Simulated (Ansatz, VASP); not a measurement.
**W in VASP and in Ansatz**

File INCAR:

```
SYSTEM = W
ALGO = Normal ; EDIFF = 1E-6
ENCUT = 520 ; GGA = PE
GGA_COMPAT = .FALSE. ; ISIF = 2
ISMEAR = -1 ; LASPH = .TRUE.
LCHARG = .FALSE. ; LMAXMIX = 4
LORBIT = 11 ; LORBMOM = .TRUE.
LREAL = .FALSE. ; LSORBIT = .TRUE.
LWAVE = .FALSE. ; MAGMOM = 0 0 0
NBANDS = 25 ; NELM = 150
PREC = Accurate ; SIGMA = 0.05
```

The input KPOINTS:

```
k-points
0
G
  14 14 14
  0 0 0
```

File POSCAR:

```
W
1.0
    0.0000000000      2.0300000000      2.0300000000
    2.0300000000      0.0000000000      2.0300000000
    2.0300000000      2.0300000000      0.0000000000
W
1
Direct
    0.0000000000      0.0000000000      0.0000000000
```

Input for Ansatz:

```yaml
crystal:
  lattice:
    - [0.0, 2.03, 2.03]
    - [2.03, 0.0, 2.03]
    - [2.03, 2.03, 0.0]
  atoms:
    - { symbol: W, position: [0.0, 0.0, 0.0] }
kpoints:
  mp_grid: { grid: [14, 14, 14] }
  band_path:
    path:
      - [0.0, 0.0, 0.0]
      - [0.5, 0.0, 0.5]
      - [0.625, 0.25, 0.625]
      - [0.375, 0.375, 0.75]
      - [0.0, 0.0, 0.0]
      - [0.5, 0.5, 0.5]
      - [0.5, 0.25, 0.75]
      - [0.5, 0.0, 0.5]
    npoints: 5
scf:
  occupations: { method: fermi_dirac, width: 0.05 }
hamiltonian:
  xc: pbe
  pseudopotentials: { kind: all_electron, lapw: { basis_error: 0.00025 } }
output:
  forces: true
  stress: true
  eigenvalues: true
magnetization:
  noncollinear: true
  spin_orbit: true
```

Alike in both runs: task single point; functional PBE; k mesh 14 × 14 × 14; occupations fermi-dirac, width 0.05 eV; non-collinear spin, spin-orbit coupling.

|  | VASP | Ansatz |
| --- | --- | --- |
| version | VASP 6.6.1 | Ansatz 0.2.0 |
| potentials or method | VASP PAW PBE potentials, release 64 (W_sv), cutoff 520 eV | all-electron LAPW |

|  | VASP | Ansatz | Ansatz less VASP |
| --- | --- | --- | --- |
| pressure (GPa) | -3.1 | -3.6 | -0.58 |
| net moment per atom (μB) | 0.00 | 0.00 | 0.000 |

Ansatz ran all-electron here, and VASP with PAW potentials.
